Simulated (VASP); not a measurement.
Runs of VASP 6.6.1 on TiO2. The structure is that of space group Fd-3m (No. 227), or close to it. The cells are those of the table. 

```tsv
task	level	spin	U	cell	k mesh	cutoff (eV)	smearing	k mesh for the DOS	occupations for the DOS	gap on the mesh (eV)	pressure (GPa)	moment (μB)
single point	PBE	collinear, ferromagnetic start	-	a = 5.941 Å, angles 60.0°, 6 atoms	4 × 4 × 4	520	gaussian 0.1 eV	-	-	3.23	0.0	0.00
relaxation of cell and atoms	PBE	off	-	relaxed from a = 5.941 Å, angles 60.0°, 6 atoms	6 × 6 × 6	600	gaussian 0.02 eV	-	-	3.24	0.0	-
single point	PBE	off	-	a = 5.936 Å, angles 60.0°, 6 atoms	6 × 6 × 6	520	gaussian 0.01 eV	-	-	3.24	0.3	-
single point	r2SCAN	off	-	a = 5.936 Å, angles 60.0°, 6 atoms	6 × 6 × 6	520	gaussian 0.02 eV	-	-	3.70	-1.2	-
single point	PBE	off	-	a = 5.936 Å, angles 60.0°, 6 atoms	6 × 6 × 6	520	gaussian 0.02 eV	-	-	3.24	0.3	-
single point	PBE	collinear, ferromagnetic start	-	a = 6.710 Å, angles 60.0°, 6 atoms	4 × 4 × 4	520	gaussian 0.1 eV	-	-	(b)	(a)	0.00
```

Alike in all rows: potentials or basis VASP PAW PBE potentials, release 64 (Ti_sv, O).

Question: Fill in the values left out.

Answer: (a) -15.3; (b) 1.88.

Caveats: the PAW data sets were made with another functional, which shifts forces and pressure a little (some runs).

A k mesh can miss the band edges.
